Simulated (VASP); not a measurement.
# MgO (P-6m2) in VASP: a series of runs

MgO is run at these levels: HSE06, PBE0; tasks: single point.

Everything below comes from runs of VASP 6.6.1. Logs are shortened: lines on timing, memory, paths and dates and some standing lists are left out, and cuts for length are marked.

### Step 1. The cell of the first run

It takes space group P-6m2 (No. 187, hexagonal). The conventional cell has a = 2.957 Å, b = 2.957 Å, c = 2.697 Å, α = 90.00°, β = 90.00°, γ = 120.00°. Mg (site symmetry -6m2) has 6 O at 2.18 Å and 8 Mg at 2.70 to 2.96 Å within 3.0 Å. Within 3.0 Å of O (site symmetry -6m2) lie 6 Mg at 2.18 Å and 8 O at 2.70 to 2.96 Å.

### Step 2. Single point, HSE06

Contents of POSCAR:

```
MgO
1.0
    2.9574785625      0.0000000000      0.0000000000
   -1.4787392813      2.5612515663      0.0000000000
    0.0000000000      0.0000000000      2.6974267424
Mg O
1 1
Direct
    0.0000000000      0.0000000000      0.0000000000
    0.3333333333      0.6666666667      0.5000000000
```

Contents of INCAR.step1:

```
SYSTEM = MgO
PREC     = Accurate       ! precision mode
ENCUT    = 520            ! plane-wave cutoff, eV
EDIFF    = 1E-5           ! SCF threshold, eV
ISMEAR   = -1             ! smearing method
SIGMA    = 0.05           ! smearing width, eV
LREAL    = .FALSE.        ! projectors in reciprocal space
LASPH    = .TRUE.         ! aspherical terms in the spheres
NELM     = 60             ! most SCF steps
ALGO     = Normal         ! electronic algorithm
ISIF     = 2              ! what is computed and relaxed
LWAVE    = .TRUE.         ! write WAVECAR
LCHARG   = .FALSE.        ! write CHGCAR
NBANDS   = 11             ! bands
GGA      = PE             ! functional
```

Contents of INCAR.step2:

```
SYSTEM = MgO
PREC     = Accurate       ! precision mode
ENCUT    = 520            ! plane-wave cutoff, eV
EDIFF    = 1E-7           ! SCF threshold, eV
ISMEAR   = -1             ! smearing method
SIGMA    = 0.05           ! smearing width, eV
LREAL    = .FALSE.        ! projectors in reciprocal space
LASPH    = .TRUE.         ! aspherical terms in the spheres
NELM     = 60             ! most SCF steps
ALGO     = Normal         ! electronic algorithm
ISIF     = 2              ! what is computed and relaxed
LWAVE    = .FALSE.        ! write WAVECAR
LCHARG   = .FALSE.        ! write CHGCAR
GGA      = PE             ! functional
LHFCALC  = .TRUE.         ! exact exchange
HFSCREEN = 0.2079         ! screening, 1/A
PRECFOCK = Normal       
NBANDS   = 11             ! bands
ISTART   = 1
```

Contents of KPOINTS:

```
regular mesh
0
G
  6 6 6
  0 0 0
```

Potentials or basis: VASP PAW PBE potentials, release 64 (Mg, O).

Run with:

```bash
cat potpaw_PBE.64/Mg/POTCAR potpaw_PBE.64/O/POTCAR > POTCAR
cp INCAR.step1 INCAR
mpirun -np 1 vasp_std > vasp.out
cp INCAR.step2 INCAR
mpirun -np 1 vasp_std > vasp.out
```

OUTCAR:

```text
SYSTEM = MgO
   PREC = Accurate
   ENCUT = 520
   EDIFF = 1E-7
   ISMEAR = -1
   LREAL = .FALSE.
   LASPH = .TRUE.
   NELM = 60
   ISIF = 2
   GGA = PE
   LHFCALC = .TRUE.
   HFSCREEN = 0.2079
   PRECFOCK = Normal
   ISTART = 1

 ion  position               nearest neighbor table
   1  0.000  0.000  0.000-   2 2.18   2 2.18   2 2.18   2 2.18   2 2.18   2 2.18
   2  0.333  0.667  0.500-   1 2.18   1 2.18   1 2.18   1 2.18   1 2.18   1 2.18

  LATTYP: Found a hexagonal cell.
 ALAT       =     2.9574785625
 C/A-ratio  =     0.9120697531

  Lattice vectors:

 A1 = (   2.9574785625,   0.0000000000,   0.0000000000)
 A2 = (  -1.4787392813,   2.5612515663,   0.0000000000)
 A3 = (   0.0000000000,   0.0000000000,   2.6974267424)

Analysis of symmetry for initial positions (statically):
=====================================================================
 Subroutine PRICEL returns:
 Original cell was already a primitive cell.

 Routine SETGRP: Setting up the symmetry group for a
 hexagonal supercell.

 Subroutine GETGRP returns: Found 12 space group operations
 (whereof 12 operations were pure point group operations)
 out of a pool of 24 trial point group operations.

The static configuration has the point symmetry D_3h.

Analysis of symmetry for dynamics (positions and initial velocities):
=====================================================================
 Subroutine PRICEL returns:
 Original cell was already a primitive cell.

 Routine SETGRP: Setting up the symmetry group for a
 hexagonal supercell.

 Subroutine GETGRP returns: Found 12 space group operations
 (whereof 12 operations were pure point group operations)
 out of a pool of 24 trial point group operations.

The dynamic configuration has the point symmetry D_3h.

 Subroutine INISYM returns: Found 12 space group operations
 (whereof 12 operations are pure point group operations),
 and found     1 'primitive' translations

----------------------------------------------------------------------------------------

                                     Primitive cell

  volume of cell :      20.4326

  direct lattice vectors                    reciprocal lattice vectors
     2.957478562  0.000000000  0.000000000     0.338125866  0.195217060  0.000000000
    -1.478739281  2.561251566  0.000000000     0.000000000  0.390434119  0.000000000
     0.000000000  0.000000000  2.697426742     0.000000000  0.000000000  0.370723692

  length of vectors
     2.957478562  2.957478563  2.697426742     0.390434119  0.390434119  0.370723692

  position of ions in fractional coordinates (direct lattice)
     0.000000000  0.000000000  0.000000000
     0.333333333  0.666666667  0.500000000

  ion indices of the primitive-cell ions
   primitive index   ion index
                 1           1
                 2           2

----------------------------------------------------------------------------------------

 KPOINTS: regular mesh

Automatic generation of k-mesh.
 Grid dimensions read from file:
 generate k-points for:    6    6    6

 Generating k-lattice:

  Cartesian coordinates                     Fractional coordinates (reciprocal lattice)
     0.056354311  0.032536177  0.000000000     0.166666667  0.000000000  0.000000000
     0.000000000  0.065072353  0.000000000     0.000000000  0.166666667  0.000000000
     0.000000000  0.000000000  0.061787282     0.000000000  0.000000000  0.166666667

  Length of vectors
     0.065072353  0.065072353  0.061787282

  Shift w.r.t. Gamma in fractional coordinates (k-lattice)
     0.000000000  0.000000000  0.000000000

 Subroutine IBZKPT returns following result:
 ===========================================

 Found     28 irreducible k-points:

 Following reciprocal coordinates:
            Coordinates               Weight
  0.000000  0.000000  0.000000      1.000000
  0.166667 -0.000000  0.000000      6.000000
  0.333333 -0.000000  0.000000      6.000000
  0.500000 -0.000000  0.000000      3.000000
  0.166667  0.166667  0.000000      6.000000
  0.333333  0.166667  0.000000     12.000000
[... 16 lines left out ...]
  0.166667 -0.000000  0.500000      6.000000
  0.333333 -0.000000  0.500000      6.000000
 [... further k-points ...]
   k-points           NKPTS =     28   k-points in BZ     NKDIM =    216   number of bands    NBANDS=     11
   number of dos      NEDOS =    301   number of ions     NIONS =      2
   total plane-waves  NPLWV =  11520
   dimension x,y,z NGX =    24 NGY =   24 NGZ =   20
   dimension x,y,z NGXF=    48 NGYF=   48 NGZF=   40
   ions per type =               1   1
   NGX,Y,Z   is equivalent  to a cutoff of  13.49, 13.49, 12.33 a.u.
   NGXF,Y,Z  is equivalent  to a cutoff of  26.98, 26.98, 24.65 a.u.
 SYSTEM =  MgO
   PREC   = accura    normal or accurate (medium, high low for compatibility)
   ISTART =      1    job   : 0-new  1-cont  2-samecut
   ICHARG =      0    charge: 1-file 2-atom 10-const
   ISPIN  =      1    spin polarized calculation?
   LNONCOLLINEAR =      F non collinear calculations
   LSORBIT =      F    spin-orbit coupling
   LASPH  =      T    aspherical Exc in radial PAW
   ENCUT  =  520.0 eV  38.22 Ry    6.18 a.u.   5.50  5.50  5.02*2*pi/ulx,y,z
   NELM   =     60;   NELMIN=  2; NELMDL=  0     # of ELM steps
   EDIFF  = 0.1E-06   stopping-criterion for ELM
   LREAL  =      F    real-space projection
   EDIFFG = 0.1E-05   stopping-criterion for IOM
   NSW    =      0    number of steps for IOM
   IBRION =     -1    ionic relax: 0-MD 1-quasi-New 2-CG
   NFREE  =      0    steps in history (QN), initial steepest desc. (CG)
   ISIF   =      2    stress and relaxation
   ISYM   =      3    0-nonsym 1-usesym 2-fastsym
   POTIM  = 0.5000    time-step for ionic-motion
   TEBEG  =    0.0;   TEEND  =   0.0 temperature during run
   PSTRESS=    0.0 pullay stress
   NELECT =       8.0000    total number of electrons
   NUPDOWN=      -1.0000    fix difference up-down
   EMIN   =  10.00;   EMAX   =-10.00  energy-range for DOS
   EFERMI =   0.00;   METHOD = LEGACY
   ISMEAR =    -1;   SIGMA  =   0.05  broadening in eV -4-tet -1-fermi 0-gaus
   EFERMI_NEDOS =   21; number of points for ismear=-14 and -15
   IALGO  =     38    algorithm
   IMIX   =      1    mixing-type and parameters
     AMIX     =   0.40;   BMIX     =  1.00
     AMIX_MAG =   1.60;   BMIX_MAG =  1.00
  volume/ion in A,a.u.               =      10.22        68.94
  Fermi-wavevector in a.u.,A,eV,Ry     =   1.197651  2.263232 19.515764  1.434368
  Thomas-Fermi vector in A             =   2.333560
   LORBIT       =      0    0 simple, 1 ext, 2 COOP (PROOUT), +10 PAW based schemes
   GGA     = PE    functional components
   LHFCALC =     T    Hartree Fock is set to
   PRECFOCK=normal    Normal, Fast or Accurate (Low or Medium for compatibility)
   ENCUT4O =  -1.0   cutoff for four orbital integrals eV
   NKREDX  =     1    reduce k-point grid by
   NKREDY  =     1    reduce k-point grid by
   NKREDZ  =     1    reduce k-point grid by
   AEXX    =    0.2500 exact exchange contribution
   HFSCREEN=    0.2079 screening length (either q_TF or 0.3 A-1)
   HFSCREENC=   0.2079 screening length for correlation (either q_TF or 0.3 A-1)
   ENCUTFOCK=  -1.0 apply spherical cutoff to Coloumb kernel
   IVDW    =     0    specifies the selected vdW correction
   LEPSILON=     F    determine dielectric tensor
   LRPA    =     F    only Hartree local field effects (RPA)
 non-spin polarized calculation
  energy-cutoff  :      520.00
  volume of cell :       20.43
 maximum number of plane-waves:       575
 NGX is ok and might be reduce to    24
  NGX = 18; NGY = 18; NGZ = 16

 number of electron       7.9999998 magnetization

 Free energy of the ion-electron system (eV)
  ---------------------------------------------------
  ext. energy  EPLUGINS =         0.00000000
  ---------------------------------------------------
  free energy    TOTEN  =       -13.44436492 eV

  energy without entropy =      -13.44436492  energy(sigma->0) =      -13.44436492

 E-fermi :   3.1326     XC(G=0):  -8.7524

 val. band max:        1.9935091400   @ k =   0.3333   0.3333   0.0000
 cond. band min:       6.3789644656   @ k =   0.0000   0.0000   0.0000
 fundamental gap:      4.3854553256
 Fermi energy:         3.1326407650

 k-point     1 :       0.0000    0.0000    0.0000
  band No.  band energies     occupation
      1     -16.9192      2.00000
      2       1.3740      2.00000
      3       1.3740      2.00000
      4       1.5681      2.00000
      5       6.3790      0.00000
      6      15.5863      0.00000
      7      19.2868      0.00000
      8      19.2868      0.00000
      9      23.5452      0.00000
     10      24.8273      0.00000
     11      26.5143      0.00000

 k-point     2 :       0.1667   -0.0000    0.0000
  band No.  band energies     occupation
      1     -16.6835      2.00000
      2      -0.1348      2.00000
      3       1.1668      2.00000
      4       1.6572      2.00000
      5       7.8137      0.00000
      6      15.3802      0.00000
      7      17.6962      0.00000
      8      20.0000      0.00000
      9      24.3137      0.00000
     10      24.9486      0.00000
     11      26.9836      0.00000

 k-point     3 :       0.3333   -0.0000    0.0000
  band No.  band energies     occupation
      1     -16.1659      2.00000
      2      -2.2267      2.00000
      3       0.7828      2.00000
      4       1.8442      2.00000
      5       9.6422      0.00000
      6      14.2125      0.00000
      7      17.4924      0.00000
      8      21.2549      0.00000
      9      23.2008      0.00000
     10      24.7763      0.00000
     11      29.0271      0.00000

 k-point     4 :       0.5000   -0.0000    0.0000
  band No.  band energies     occupation
      1     -15.8779      2.00000
      2      -3.1052      2.00000
      3       0.6040      2.00000
      4       1.9423      2.00000
      5      10.1483      0.00000
      6      14.3584      0.00000
      7      16.8259      0.00000
      8      21.7442      0.00000
      9      22.6247      0.00000
     10      25.8351      0.00000
     11      28.8864      0.00000
[... 239 lines left out ...]
 k-point    22 :       0.0000    0.0000    0.5000
  band No.  band energies     occupation
      1     -15.8402      2.00000
      2      -3.5958      2.00000
      3       1.9062      2.00000
      4       1.9062      2.00000
      5      11.8704      0.00000
      6      12.7610      0.00000
      7      21.3412      0.00000
      8      21.3412      0.00000
      9      22.3034      0.00000
     10      22.3034      0.00000
     11      25.5944      0.00000

 k-point    23 :       0.1667   -0.0000    0.5000
  band No.  band energies     occupation
      1     -15.6720      2.00000
      2      -3.2315      2.00000
      3       0.8828      2.00000
      4       1.6988      2.00000
      5      11.8904      0.00000
      6      13.1214      0.00000
      7      19.9423      0.00000
      8      20.1853      0.00000
      9      20.3956      0.00000
     10      23.2834      0.00000
     11      25.3827      0.00000

 k-point    24 :       0.3333   -0.0000    0.5000
  band No.  band energies     occupation
      1     -15.3079      2.00000
      2      -2.4056      2.00000
      3      -0.7965      2.00000
      4       1.3110      2.00000
      5      10.2061      0.00000
      6      14.8812      0.00000
      7      18.4867      0.00000
      8      18.4985      0.00000
      9      19.3054      0.00000
     10      25.2032      0.00000
     11      25.5683      0.00000

 [... further k-points ...]

------------------------ aborting loop because EDIFF is reached ----------------------------------------

  FORCE on cell =-STRESS in cart. coord.  units (eV):
  Direction    XX          YY          ZZ          XY          YZ          ZX
  --------------------------------------------------------------------------------------
  -------------------------------------------------------------------------------------
  Total       -1.0013210     -1.0013210     -1.2646761      0.0000000      0.0000000      0.0000000
  in kB      -78.5164071    -78.5164071    -99.1668183      0.0000000      0.0000000      0.0000000
  external PRESSURE =     -85.3998775 kB  Pullay stress =       0.0000000 kB

 VOLUME and BASIS-vectors are now :
 -----------------------------------------------------------------------------
  energy-cutoff  :      520.00
  volume of cell :       20.43
      direct lattice vectors                 reciprocal lattice vectors
     2.957478562  0.000000000  0.000000000     0.338125866  0.195217060  0.000000000
    -1.478739281  2.561251566  0.000000000     0.000000000  0.390434119  0.000000000
     0.000000000  0.000000000  2.697426742     0.000000000  0.000000000  0.370723692

 POSITION                                       TOTAL-FORCE (eV/Angst)
 -----------------------------------------------------------------------------------
      0.00000      0.00000      0.00000         0.000000      0.000000      0.000000
     -0.00000      1.70750      1.34871        -0.000000      0.000000      0.000000
 -----------------------------------------------------------------------------------
    total drift:                                0.000000      0.000000     -0.000000

  FREE ENERGIE OF THE ION-ELECTRON SYSTEM (eV)
  ---------------------------------------------------
  free  energy   TOTEN  =       -13.4443649202 eV

  energy  without entropy=      -13.4443649202  energy(sigma->0) =      -13.44436492
```

Wall time 17 min (1 thread of Intel Xeon Platinum 8259CL at 2.50GHz (Skylake/Cascade Lake), shared host); peak memory 0.24 GiB.

What came out:

```yaml
Free_energy: -13.4444 eV
Pressure: -8.5 GPa
Band_gap_on_the_k_mesh: 4.39 eV (least direct gap 4.81 eV)
```

Stress tensor (GPa, compression positive):
```
-7.85  0.00  0.00
 0.00 -7.85  0.00
 0.00  0.00 -9.92
```

Caveat: the cell stands under tension; the PAW data sets were made with another functional, which shifts forces and pressure a little.

(Continued in part 2 of 2.)
